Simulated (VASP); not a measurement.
Set up this calculation in VASP 6.6.1, as the native input.

| Quantity | Value |
| --- | --- |
| Task | single point |
| Functional | PBE |
| Potentials or basis | VASP PAW PBE potentials, release 64 (Hf_pv, Bi_d, O) |
| Cutoff | 520 eV |
| k mesh | 6 × 6 × 4 |
| Occupations | gaussian, width 0.1 eV |
| Spin | no spin polarisation |
| Dipole correction | no |
| Further INCAR settings | ALGO = Normal; EDIFF = 1e-07; NBANDS = 34 |

The structure of HfBi2O2 lies in POSCAR:

```
HfBi2O2
1.0
    4.3604504000      0.0000000000      0.0000000000
   -2.1802252000      3.7762608200      0.0000000000
    0.0000000000      0.0000000000      7.3118112100
Hf Bi O
1 2 2
Direct
    0.0000000000      0.0000000000      0.0000000000
    0.0000000000      0.0000000000      0.6540912500
    0.0000000000      0.0000000000      0.3459087500
    0.3333333300      0.6666666700      0.0000000000
    0.6666666700      0.3333333300      0.0000000000
```

The input as run:

INCAR

```
SYSTEM = HfBi2O2
PREC     = Accurate       ! precision mode
ENCUT    = 520            ! plane-wave cutoff, eV
EDIFF    = 1E-7           ! SCF threshold, eV
ISMEAR   = 0              ! smearing method
SIGMA    = 0.1            ! smearing width, eV
LREAL    = .FALSE.        ! projectors in reciprocal space
LASPH    = .TRUE.         ! aspherical terms in the spheres
NELM     = 60             ! most SCF steps
ALGO     = Normal         ! electronic algorithm
ISIF     = 2              ! what is computed and relaxed
LWAVE    = .FALSE.        ! write WAVECAR
LCHARG   = .TRUE.         ! write CHGCAR
GGA      = PE             ! functional
LELF     = .TRUE.         ! ELF
LVHAR    = .TRUE.       
NBANDS   = 34             ! bands
```

KPOINTS

```
Automatic mesh
0
G
  6 6 4
  0 0 0
```

Potentials or basis: VASP PAW PBE potentials, release 64 (Hf_pv, Bi_d, O).

The run is started by

```bash
$ cat potpaw_PBE.64/Hf_pv/POTCAR potpaw_PBE.64/Bi_d/POTCAR potpaw_PBE.64/O/POTCAR > POTCAR
$ mpirun -np 1 vasp_std > vasp.out
```

Results of the run:

```yaml
Pressure: 10.5 GPa
Largest_force: 7.396 eV/Å
Band_gap_on_the_k_mesh: zero (band 26 reaches 4.58 eV, above the bottom of band 27 at 4.14 eV)
```

Caveat: spin-orbit coupling is left out, which moves the levels of the heavy elements; forces of over 1 eV/Å act on the atoms, so gaps and moduli don't describe the material at rest.

Run time: 42 s on 1 thread of Intel(R) Xeon(R) 6975P-C (Granite Rapids), on a shared host, peak memory 0.27 GiB.
